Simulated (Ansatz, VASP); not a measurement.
Cu: VASP beside Ansatz

Contents of INCAR:

```
SYSTEM = Cu
PREC = Accurate ; ENCUT = 520
EDIFF = 1E-6 ; ISMEAR = 0
SIGMA = 0.05 ; LREAL = .False.
LASPH = .True. ; NELM = 80
ALGO = Fast ; ISIF = 2
LWAVE = .False. ; LCHARG = .False.
GGA = PE ; NBANDS = 12
```

KPOINTS

```
Automatic mesh
0
Gamma
  22 22 22
  0 0 0
```

POSCAR

```
Cu
1.0
    0.0000000000      1.8023438076      1.8023438076
    1.8023438076      0.0000000000      1.8023438076
    1.8023438076      1.8023438076      0.0000000000
Cu
1
Direct
    0.0000000000      0.0000000000      0.0000000000
```

Input for Ansatz:

```yaml
crystal:
  lattice:
    - [0.0, 1.8023438076, 1.8023438076]
    - [1.8023438076, 0.0, 1.8023438076]
    - [1.8023438076, 1.8023438076, 0.0]
  atoms:
    - { symbol: Cu, position: [0.0, 0.0, 0.0] }
basis:
  ecutwfc: 420
  ecutrho_ratio: 4
kpoints:
  mp_grid: { grid: [22, 22, 22] }
hamiltonian:
  xc: pbe
scf:
  occupations: { method: gaussian, width: 0.05 }
output:
  forces: true
  stress: true
  eigenvalues: true
```

Alike in both runs: task single point; functional PBE; k mesh 22 × 22 × 22; occupations gaussian, width 0.05 eV; no spin polarisation.

```csv
,VASP,Ansatz
version,VASP 6.6.1,Ansatz 0.2.0
potentials or method,"VASP PAW PBE potentials, release 64 (Cu), cutoff 520 eV","scalar-relativistic, plane waves, PAW"
valence electrons in the cell,11,19
```

```csv
,VASP,Ansatz,Ansatz less VASP
gap on the k mesh at the Fermi level (eV),none,none,-
pressure (GPa),3.6,3.1,-0.49
```

A gap of «none» marks a metal or a gap that the smearing closes. The functional is the same, so the differences come from potentials, cutoffs and numerics. VASP's potentials hold 11 valence electrons a cell and Ansatz's 19, so a difference there can come from the potentials and not from the codes.
